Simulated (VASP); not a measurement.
# Fe (Fmmm) in VASP: further runs

Runs on Fe. Level: PBE. Tasks: single point.

Program: VASP 6.6.1. These are calculated values, not measurements. Logs are shortened: lines on timing, memory, paths and dates and some standing lists are left out, and cuts for length are marked.

## 1. The cell of the first run

The structure is orthorhombic, space group Fmmm (No. 69). Conventional cell: a = 2.782 Å, b = 3.605 Å, c = 3.648 Å, α = 90.00°, β = 90.00°, γ = 90.00°. Fe (site symmetry mmm) has 14 Fe at 2.28 to 2.78 Å within 3.0 Å.

## 2. Single point, PBE, collinear spin, ferromagnetic start

INCAR

```
PREC = Accurate
ENCUT = 520
EDIFF = 1E-6
ISMEAR = 0
SIGMA = 0.1
LREAL = False
LASPH = True
NELM = 150
ALGO = Fast
ISIF = 2
LWAVE = False
LCHARG = False
ISPIN = 2
MAGMOM = 4
LORBIT = 11
LMAXMIX = 4
GGA = PE
NBANDS = 14
```

KPOINTS

```
Automatic mesh
0
Gamma
  20 20 20
```

POSCAR

```
Fe
1.0
    0.0000000000      1.8025514531      1.8242420356
    1.3910282051      0.0000000000      1.8242420356
    1.3910282051      1.8025514531      0.0000000000
Fe
1
Direct
    0.0000000000      0.0000000000      0.0000000000
```

Potentials or basis: VASP PAW PBE potentials, release 64 (Fe).

Launch:

```bash
$ cat potpaw_PBE.64/Fe/POTCAR > POTCAR
$ mpirun -np 1 vasp_std > vasp.out
```

OUTCAR:

```text
PREC = Accurate
   ENCUT = 520
   EDIFF = 1E-6
   ISMEAR = 0
   LREAL = False
   LASPH = True
   NELM = 150
   ISIF = 2
   ISPIN = 2
   LORBIT = 11
   GGA = PE

 ion  position               nearest neighbor table
   1  0.000  0.000  0.000-

  LATTYP: Found a face centered orthorhombic cell.
 ALAT       =     2.7820564102
 B/A-ratio  =     1.2958410523
 C/A-ratio  =     1.3114342534

  Lattice vectors:

 A1 = (   0.0000000000,   1.8025514531,   1.8242420356)
 A2 = (   1.3910282051,   0.0000000000,   1.8242420356)
 A3 = (   1.3910282051,   1.8025514531,   0.0000000000)

Analysis of symmetry for initial positions (statically):
=====================================================================
 Subroutine PRICEL returns:
 Original cell was already a primitive cell.

 Routine SETGRP: Setting up the symmetry group for a
 face centered orthorhombic supercell.

 Subroutine GETGRP returns: Found  8 space group operations
 (whereof  8 operations were pure point group operations)
 out of a pool of  8 trial point group operations.

The static configuration has the point symmetry D_2h.

Analysis of symmetry for dynamics (positions and initial velocities):
=====================================================================
 Subroutine PRICEL returns:
 Original cell was already a primitive cell.

 Routine SETGRP: Setting up the symmetry group for a
 face centered orthorhombic supercell.

 Subroutine GETGRP returns: Found  8 space group operations
 (whereof  8 operations were pure point group operations)
 out of a pool of  8 trial point group operations.

The dynamic configuration has the point symmetry D_2h.

Analysis of structural, dynamic, and magnetic symmetry:
=====================================================================
 Subroutine PRICEL returns:
 Original cell was already a primitive cell.

 Routine SETGRP: Setting up the symmetry group for a
 face centered orthorhombic supercell.

 Subroutine GETGRP returns: Found  8 space group operations
 (whereof  8 operations were pure point group operations)
 out of a pool of  8 trial point group operations.

The overall configuration has the point symmetry D_2h.

 Subroutine INISYM returns: Found  8 space group operations
 (whereof  8 operations are pure point group operations),
 and found     1 'primitive' translations

----------------------------------------------------------------------------------------

                                     Primitive cell

  volume of cell :       9.1482

  direct lattice vectors                    reciprocal lattice vectors
     0.000000000  1.802551453  1.824242036    -0.359446342  0.277384592  0.274086437
     1.391028205  0.000000000  1.824242036     0.359446342 -0.277384592  0.274086437
     1.391028205  1.802551453  0.000000000     0.359446342  0.277384592 -0.274086437

  length of vectors
     2.564576134  2.294083362  2.276873121     0.530346358  0.530346358  0.530346358

  position of ions in fractional coordinates (direct lattice)
     0.000000000  0.000000000  0.000000000

  ion indices of the primitive-cell ions
   primitive index   ion index
                 1           1

----------------------------------------------------------------------------------------

 KPOINTS: Automatic mesh

Automatic generation of k-mesh.
 Grid dimensions read from file:
 generate k-points for:   20   20   20

 Generating k-lattice:

  Cartesian coordinates                     Fractional coordinates (reciprocal lattice)
    -0.017972317  0.013869230  0.013704322     0.050000000  0.000000000  0.000000000
     0.017972317 -0.013869230  0.013704322    -0.000000000  0.050000000 -0.000000000
     0.017972317  0.013869230 -0.013704322     0.000000000  0.000000000  0.050000000

  Length of vectors
     0.026517318  0.026517318  0.026517318

  Shift w.r.t. Gamma in fractional coordinates (k-lattice)
     0.000000000  0.000000000  0.000000000

 Subroutine IBZKPT returns following result:
 ===========================================

 Found   1166 irreducible k-points:

 Following reciprocal coordinates:
            Coordinates               Weight
  0.000000  0.000000  0.000000      1.000000
  0.050000 -0.000000  0.000000      8.000000
  0.100000 -0.000000  0.000000      8.000000
  0.150000  0.000000  0.000000      8.000000
  0.200000 -0.000000  0.000000      8.000000
  0.250000 -0.000000 -0.000000      8.000000
[... 16 lines left out ...]
 -0.400000  0.050000  0.000000      8.000000
 -0.350000  0.050000  0.000000      8.000000
 [... further k-points ...]
   k-points           NKPTS =   1166   k-points in BZ     NKDIM =   1166   number of bands    NBANDS=     14
   number of dos      NEDOS =    301   number of ions     NIONS =      1
   total plane-waves  NPLWV =   6480
   dimension x,y,z NGX =    20 NGY =   18 NGZ =   18
   dimension x,y,z NGXF=    40 NGYF=   36 NGZF=   36
   ions per type =               1
   NGX,Y,Z   is equivalent  to a cutoff of  12.96, 13.04, 13.14 a.u.
   NGXF,Y,Z  is equivalent  to a cutoff of  25.93, 26.09, 26.29 a.u.
 SYSTEM =  unknown system
   PREC   = accura    normal or accurate (medium, high low for compatibility)
   ISTART =      0    job   : 0-new  1-cont  2-samecut
   ICHARG =      2    charge: 1-file 2-atom 10-const
   ISPIN  =      2    spin polarized calculation?
   LNONCOLLINEAR =      F non collinear calculations
   LSORBIT =      F    spin-orbit coupling
   LASPH  =      T    aspherical Exc in radial PAW
   ENCUT  =  520.0 eV  38.22 Ry    6.18 a.u.   4.77  4.27  4.23*2*pi/ulx,y,z
   NELM   =    150;   NELMIN=  2; NELMDL= -5     # of ELM steps
   EDIFF  = 0.1E-05   stopping-criterion for ELM
   LREAL  =      F    real-space projection
   EDIFFG = 0.1E-04   stopping-criterion for IOM
   NSW    =      0    number of steps for IOM
   IBRION =     -1    ionic relax: 0-MD 1-quasi-New 2-CG
   NFREE  =      0    steps in history (QN), initial steepest desc. (CG)
   ISIF   =      2    stress and relaxation
   ISYM   =      2    0-nonsym 1-usesym 2-fastsym
   POTIM  = 0.5000    time-step for ionic-motion
   TEBEG  =    0.0;   TEEND  =   0.0 temperature during run
   PSTRESS=    0.0 pullay stress
   NELECT =       8.0000    total number of electrons
   NUPDOWN=      -1.0000    fix difference up-down
   EMIN   =  10.00;   EMAX   =-10.00  energy-range for DOS
   EFERMI =   0.00;   METHOD = LEGACY
   ISMEAR =     0;   SIGMA  =   0.10  broadening in eV -4-tet -1-fermi 0-gaus
   EFERMI_NEDOS =   21; number of points for ismear=-14 and -15
   IALGO  =     68    algorithm
   IMIX   =      4    mixing-type and parameters
     AMIX     =   0.40;   BMIX     =  1.00
     AMIX_MAG =   1.60;   BMIX_MAG =  1.00
  volume/ion in A,a.u.               =       9.15        61.74
  Fermi-wavevector in a.u.,A,eV,Ry     =   1.565523  2.958410 33.346009  2.450862
  Thomas-Fermi vector in A             =   2.667987
   LORBIT       =     11    0 simple, 1 ext, 2 COOP (PROOUT), +10 PAW based schemes
   GGA     = PE    functional components
   LHFCALC =     F    Hartree Fock is set to
   AEXX    =    0.0000 exact exchange contribution
   IVDW    =     0    specifies the selected vdW correction
   LEPSILON=     F    determine dielectric tensor
   LRPA    =     F    only Hartree local field effects (RPA)
 spin polarized calculation
 RMM-DIIS sequential band-by-band and
 Gauss-broadening in eV      SIGMA  =   0.10
  energy-cutoff  :      520.00
  volume of cell :        9.15
 maximum number of plane-waves:       261
   NGX =  9   NGY =  9   NGZ =  9

 number of electron       8.0000004 magnetization       1.7855194

 Free energy of the ion-electron system (eV)
  ---------------------------------------------------
  ext. energy  EPLUGINS =         0.00000000
  ---------------------------------------------------
  free energy    TOTEN  =        -7.83357440 eV

  energy without entropy =       -7.82726253  energy(sigma->0) =       -7.83041847

 E-fermi :   8.4343     XC(G=0): -14.3949

 val. band max:        8.4339457765   @ k =  -0.4000   0.0500   0.2000
 cond. band min:       8.4359823871   @ k =  -0.3000   0.3500   0.3000
 fundamental gap:      0.0020366106
 Fermi energy:         8.4343057452

 spin component 1

 k-point     1 :       0.0000    0.0000    0.0000
  band No.  band energies     occupation
      1      -1.4291      1.00000
      2       5.3945      1.00000
      3       5.5278      1.00000
      4       6.0186      1.00000
      5       6.9824      1.00000
      6       7.5398      1.00000
      7      34.2126      0.00000
      8      35.9903      0.00000
      9      36.3534      0.00000
     10      41.8232      0.00000
     11      42.6659      0.00000
     12      44.9134      0.00000
     13      44.9156      0.00000
     14      45.0674      0.00000
[... 375 lines left out ...]
 k-point    24 :      -0.3500    0.0500    0.0000
  band No.  band energies     occupation
      1       2.2183      1.00000
      2       4.5620      1.00000
      3       6.3623      1.00000
      4       6.9900      1.00000
      5       7.7067      1.00000
      6       8.9200      0.00000
      7      20.7689      0.00000
      8      29.5162      0.00000
      9      33.8126      0.00000
     10      36.8934      0.00000
     11      41.2834      0.00000
     12      45.6363      0.00000
     13      46.8324      0.00000
     14      55.6312      0.00000

 [... further k-points ...]

 spin component 2

 k-point     1 :       0.0000    0.0000    0.0000
  band No.  band energies     occupation
      1      -1.2053      1.00000
      2       6.7897      1.00000
      3       6.9617      1.00000
      4       7.6201      1.00000
      5       9.2474      0.00000
      6      10.0512      0.00000
      7      34.0684      0.00000
      8      35.9089      0.00000
      9      36.2946      0.00000
     10      42.2829      0.00000
     11      42.8174      0.00000
     12      45.4815      0.00000
     13      45.6272      0.00000
     14      45.9908      0.00000
[... 375 lines left out ...]
 k-point    24 :      -0.3500    0.0500    0.0000
  band No.  band energies     occupation
      1       3.0318      1.00000
      2       5.9314      1.00000
      3       7.2097      1.00000
      4       9.1224      0.00000
      5       9.9766      0.00000
      6      10.5598      0.00000
      7      21.6702      0.00000
      8      29.7054      0.00000
      9      34.3305      0.00000
     10      37.2979      0.00000
     11      41.9071      0.00000
     12      45.8459      0.00000
     13      47.2140      0.00000
     14      56.6011      0.00000

 [... further k-points ...]

------------------------ aborting loop because EDIFF is reached ----------------------------------------

  FORCE on cell =-STRESS in cart. coord.  units (eV):
  Direction    XX          YY          ZZ          XY          YZ          ZX
  --------------------------------------------------------------------------------------
  -------------------------------------------------------------------------------------
  Total        3.4122690      4.3410642      4.0537580     -0.0000000      0.0000000      0.0000000
  in kB      597.6099013    760.2750427    709.9574806     -0.0000000      0.0000000      0.0000000
  external PRESSURE =     689.2808082 kB  Pullay stress =       0.0000000 kB

 VOLUME and BASIS-vectors are now :
 -----------------------------------------------------------------------------
  energy-cutoff  :      520.00
  volume of cell :        9.15
      direct lattice vectors                 reciprocal lattice vectors
     0.000000000  1.802551453  1.824242036    -0.359446342  0.277384592  0.274086437
     1.391028205  0.000000000  1.824242036     0.359446342 -0.277384592  0.274086437
     1.391028205  1.802551453  0.000000000     0.359446342  0.277384592 -0.274086437

 POSITION                                       TOTAL-FORCE (eV/Angst)
 -----------------------------------------------------------------------------------
      0.00000      0.00000      0.00000         0.000000      0.000000     -0.000000
 -----------------------------------------------------------------------------------
    total drift:                                0.000000     -0.000000     -0.000000

  FREE ENERGIE OF THE ION-ELECTRON SYSTEM (eV)
  ---------------------------------------------------
  free  energy   TOTEN  =        -7.8335744023 eV

  energy  without entropy=       -7.8272625302  energy(sigma->0) =       -7.83041847

 total charge

# of ion       s       p       d       tot
------------------------------------------
    1        0.596   0.765   6.464   7.825

 magnetization (x)

# of ion       s       p       d       tot
------------------------------------------
    1       -0.010  -0.047   1.805   1.748
```

Run time: 3.7 min. Hardware: 1 thread of Intel Xeon Platinum 8488C (Sapphire Rapids), shared host; peak memory 0.33 GiB.

What came out:

| Property | Result |
| --- | --- |
| Free energy | -7.8336 eV |
| Pressure | 68.9 GPa |
| Net moment | 1.79 μB per cell |
| Site moments | Fe +1.75 μB |
| Valence electrons inside the program's atomic spheres | Fe 7.83 |

Caveat: the cell stands under pressure.

## 3. Single point, PBE, collinear spin, ferromagnetic start

This run uses another cell than the first one, of 9.83 Å³/atom.

INCAR

```
SYSTEM = Fe
PREC = Accurate ; ENCUT = 520
EDIFF = 1E-6 ; ISMEAR = 0
SIGMA = 0.1 ; LREAL = .False.
LASPH = .True. ; NELM = 150
ALGO = Normal ; ISIF = 2
LWAVE = .False. ; LCHARG = .False.
ISPIN = 2 ; MAGMOM = 4
LORBIT = 11 ; LMAXMIX = 4
GGA = PE ; NBANDS = 14
```

KPOINTS

```
regular mesh
0
Gamma
  20 20 20
  0 0 0
```

POSCAR

```
Fe
1.0
    0.0000000000      1.8465333612      1.8687531897
    1.4249690252      0.0000000000      1.8687531897
    1.4249690252      1.8465333612      0.0000000000
Fe
1
Direct
    0.0000000000      0.0000000000      0.0000000000
```

Potentials or basis: VASP PAW PBE potentials, release 64 (Fe).

Launch:

```bash
$ cat potpaw_PBE.64/Fe/POTCAR > POTCAR
$ mpirun -np 1 vasp_std > vasp.out
```

Wall time 3.7 min (1 thread of Intel Xeon Platinum 8488C (Sapphire Rapids), shared host); peak memory 0.34 GiB.

It converged, with:

```
Free energy                                           : -8.0626 eV
Pressure                                              : 39.2 GPa
Band gap on the k mesh                                : zero (filled and empty bands overlap)
Net moment                                            : 1.96 μB per cell
Site moments                                          : Fe +1.93 μB
Valence electrons inside the program's atomic spheres : Fe 7.62
```

Stress tensor (GPa, compression positive):
```
30.11  0.00  0.00
 0.00 45.80  0.00
 0.00  0.00 41.75
```

Levels at points of the mesh, in eV from the Fermi level:
Spin up:
```tsv
k point	band 3	band 4	band 5	band 6	band 7	band 8
(0.00, 0.00, 0.00)	-2.73	-2.29	-1.43	-0.94	25.15	26.82
(0.50, 0.00, 0.00)	-1.48	-0.73	0.19	0.63	8.44	20.11
(0.50, 0.50, 0.00)	-0.67	-0.60	0.72	0.83	9.19	18.58
(0.50, 0.00, 0.50)	-0.71	-0.67	0.80	1.09	9.48	18.32
(0.00, 0.50, 0.50)	0.22	0.36	0.49	8.76	12.11	12.15
```
Spin down:
| k point | band 1 | band 2 | band 3 | band 4 | band 5 | band 6 | band 7 | band 8 |
| --- | --- | --- | --- | --- | --- | --- | --- | --- |
| (0.00, 0.00, 0.00) | -9.18 | -1.27 | -1.11 | -0.51 | 1.00 | 1.73 | 24.97 | 26.71 |
| (0.50, 0.00, 0.00) | -4.67 | -2.24 | 0.37 | 0.87 | 1.81 | 2.58 | 9.71 | 20.18 |
| (0.50, 0.50, 0.00) | -4.69 | -3.09 | 1.04 | 1.79 | 1.98 | 2.63 | 10.46 | 18.80 |
| (0.50, 0.00, 0.50) | -4.68 | -3.03 | 1.30 | 1.72 | 1.90 | 2.68 | 10.74 | 18.52 |
| (0.00, 0.50, 0.50) | -4.31 | -4.07 | 2.22 | 2.24 | 2.33 | 9.05 | 12.41 | 12.46 |

Caveat: the cell stands under pressure.

(Continued in part 2 of 2.)
